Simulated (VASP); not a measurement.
Runs of VASP 6.6.1 on SnSe. The structure is that of space group Fm-3m (No. 225), or close to it. The cells are those of the table. 

| task | level | cell | gap on the mesh (eV) | pressure (GPa) | relaxed volume (Å³/atom) |
| --- | --- | --- | --- | --- | --- |
| relaxation of cell and atoms | PBEsol+D3(BJ) | relaxed from a = 4.257 Å, angles 60.0°, 2 atoms | 1.02 | 0.0 | 25.16 |
| single point | BLYP+D3(BJ) | a = 4.245 Å, angles 60.0°, 2 atoms | (a) | 0.1 | - |
| single point | PBEsol+D3(BJ) | a = 4.143 Å, angles 60.0°, 2 atoms | (b) | 0.0 | - |
| relaxation of cell and atoms | PBEsol | relaxed from a = 4.257 Å, angles 60.0°, 2 atoms | 0.84 | 0.0 | 26.12 |
| single point | PBEsol | a = 4.195 Å, angles 60.0°, 2 atoms | 0.84 | 0.0 | - |

Alike in all rows: potentials or basis VASP PAW PBE potentials, release 64 (Sn_d, Se); no spin polarisation; k mesh 6 × 6 × 6; cutoff (eV) 500; smearing gaussian 0.01 eV.

**Question.** Fill in the values left out.

**Answer.** (a) 0.43; (b) 1.03.

Caveats: the PAW data sets were made with another functional, which shifts forces and pressure a little; spin-orbit coupling is left out, which moves the levels of the heavy elements.

A k mesh can miss the band edges, and the runs leave out spin-orbit coupling on Se, Sn.
